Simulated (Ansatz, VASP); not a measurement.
## Two plane-wave programs on Zr2Ge2W

```
Zr Ge W
1.0
     3.50598    0.00000    0.00000
    -1.75299    3.03627    0.00000
     0.00000    0.00000    9.29730
Zr Ge W
2 2 1
Direct
  0.66667 0.33333 0.78649
  0.33333 0.66667 0.21351
  0.33333 0.66667 0.57588
  0.66667 0.33333 0.42412
  0.00000 0.00000 0.00000
```

Change from the starting cell: species swapped into the Ta2CS2 type (P-3m1, No. 164).

Alike in both runs: functional PBE; k mesh 6 × 6 × 2; occupations gaussian, width 0.1 eV; no spin polarisation.

Ansatz relaxed the structure, and its values are those at the end. VASP's run is a single point on that final structure, the one shown.

```csv
,VASP,Ansatz
version,VASP 6.6.1,Ansatz 0.2.0
potentials or method,"VASP PAW PBE potentials, release 64 (Zr_sv, Ge_d, W_sv), cutoff 520 eV","scalar-relativistic, plane waves, PAW"
valence electrons in the cell,66,66
```

VASP gave:

```
gap on the k mesh at the Fermi level (eV) : none
pressure (GPa)                            : 0.2
rms of the force components (eV/Å)        : 0.005
```

Problem. Estimate Ansatz's values.

Solution. gap on the k mesh at the Fermi level (eV): none; pressure (GPa): 0.1; rms of the force components (eV/Å): 0.005.

A gap of «none» marks a metal or a gap that the smearing closes.

Neither program's run includes spin-orbit coupling.
